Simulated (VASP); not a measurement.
Runs of VASP 6.6.1 on SrTe. Symmetry: Fm-3m, No. 225, cubic system. Conventional cell: a = 6.706 Å, b = 6.706 Å, c = 6.706 Å, α = 90.00°, β = 90.00°, γ = 90.00°. Within 4.4 Å of Sr (site symmetry m-3m) lie 6 Te at 3.35 Å. Te (site symmetry m-3m) has 6 Sr at 3.35 Å within 4.4 Å. 

| level | k mesh | cutoff (eV) | grid for exact exchange (PRECFOCK) | share of exact exchange | screening parameter | gap on the mesh (eV) | pressure (GPa) |
| --- | --- | --- | --- | --- | --- | --- | --- |
| PBE | 6 × 6 × 6 | 500 | - | - | - | 1.75 | 0.3 |
| HSE06 | 4 × 4 × 4 | 400 | Normal | 0.25 | 0.2079 1/Å | 2.49 | -0.2 |
| PBE0 | 4 × 4 × 4 | 400 | Normal | 0.25 | - | 3.18 | -0.2 |
| PBE | 4 × 4 × 4 | 500 | - | - | - | (b) | (a) |
| r2SCAN | 4 × 4 × 4 | 550 | - | - | - | (c) | 0.2 |

Alike in all rows: task single point; potentials or basis VASP PAW PBE potentials, release 64 (Sr_sv, Te); no spin polarisation; cell as given; smearing gaussian 0.01 eV.

Question: Estimate the missing entries.

Answer: (a) 0.4; (b) 1.74; (c) 2.14.

Caveats: spin-orbit coupling is left out, which moves the levels of the heavy elements; the PAW data sets were made with another functional, which shifts forces and pressure a little (at least some runs).

A k mesh can miss the band edges, and the runs leave out spin-orbit coupling on Sr, Te.
